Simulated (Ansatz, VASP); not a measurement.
## Two plane-wave programs on Se3Br

The input INCAR:

```
SYSTEM = Se3Br
PREC     = Accurate       ! precision mode
ENCUT    = 520            ! plane-wave cutoff, eV
EDIFF    = 1E-7           ! SCF threshold, eV
ISMEAR   = 0              ! smearing method
SIGMA    = 0.05           ! smearing width, eV
LREAL    = .False.        ! projectors in reciprocal space
LASPH    = .True.         ! aspherical terms in the spheres
NELM     = 60             ! most SCF steps
ALGO     = Normal         ! electronic algorithm
ISIF     = 2              ! what is computed and relaxed
LWAVE    = .False.        ! write WAVECAR
LCHARG   = .False.        ! write CHGCAR
GGA      = PE             ! functional
NBANDS   = 20             ! bands
```

File KPOINTS:

```
Automatic mesh
0
Gamma
  8 8 8
  0 0 0
```

The input POSCAR:

```
Se3Br
1.0
   -1.9012420000      1.9012420000      8.4819000000
    1.9012420000     -1.9012420000      8.4819000000
    1.9012420000      1.9012420000     -8.4819000000
Se Br
3 1
Direct
    0.2500000000      0.7500000000      0.5000000000
    0.7500000000      0.2500000000      0.5000000000
    0.5000000000      0.5000000000      0.0000000000
    0.0000000000      0.0000000000      0.0000000000
```

Input for Ansatz:

```yaml
crystal:
  lattice:
    - [-1.901242, 1.901242, 8.4819]
    - [1.901242, -1.901242, 8.4819]
    - [1.901242, 1.901242, -8.4819]
  atoms:
    - { symbol: Se, position: [0.25, 0.75, 0.5] }
    - { symbol: Se, position: [0.75, 0.25, 0.5] }
    - { symbol: Se, position: [0.5, 0.5, 0.0] }
    - { symbol: Br, position: [0.0, 0.0, 0.0] }
basis:
  ecutwfc: 420
kpoints:
  mp_grid: { grid: [8, 8, 8] }
hamiltonian:
  xc: pbe
scf:
  occupations: { method: gaussian, width: 0.05 }
output:
  forces: true
  stress: true
  eigenvalues: true
```

Alike in both runs: task single point; functional PBE; k mesh 8 × 8 × 8; occupations gaussian, width 0.05 eV; no spin polarisation.

```csv
,VASP,Ansatz
version,VASP 6.6.1,Ansatz 0.2.0
potentials or method,"VASP PAW PBE potentials, release 64 (Se, Br), cutoff 520 eV","scalar-relativistic, plane waves, PAW"
valence electrons in the cell,25,55
```

|  | VASP | Ansatz | Ansatz less VASP |
| --- | --- | --- | --- |
| gap on the k mesh at the Fermi level (eV) | none | none | - |
| pressure (GPa) | 0.2 | 0.2 | -0.01 |

A gap of «none» marks a metal or a gap that the smearing closes. The functional is the same, so the differences come from potentials, cutoffs and numerics. VASP's potentials hold 25 valence electrons a cell and Ansatz's 55, so a difference there can come from the potentials and not from the codes.
